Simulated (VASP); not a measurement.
Runs of VASP 6.6.1 on TiSnTe3. The structure is that of space group Pm-3m (No. 221), or close to it. The cells are those of the table. 

| task | spin | cell | cutoff (eV) | gap on the mesh (eV) | pressure (GPa) |
| --- | --- | --- | --- | --- | --- |
| relaxation of cell and atoms | off | relaxed from a = 5.244 Å, 5 atoms | 600 | - | -0.1 |
| single point | off | a = 5.608 Å, 5 atoms | 520 | none | 0.0 |
| single point | off | a = 5.244 Å, 5 atoms | 520 | none | 12.2 |
| single point | collinear, ferromagnetic start | a = 5.608 Å, 5 atoms | 520 | none | (a) |

Alike in all rows: level PBE; potentials or basis VASP PAW PBE potentials, release 64 (Ti_sv, Sn_d, Te); k mesh 4 × 4 × 4; smearing gaussian 0.1 eV.

**Question.** Fill in the values left out.

**Answer.** (a) 0.8.

Caveats: spin-orbit coupling is left out, which moves the levels of the heavy elements; the bands computed are all filled at some k points, so no gap is given (some runs).

A k mesh can miss the band edges, and the runs leave out spin-orbit coupling on Sn, Te.

A gap of «none» marks levels without a gap at the run's occupations.
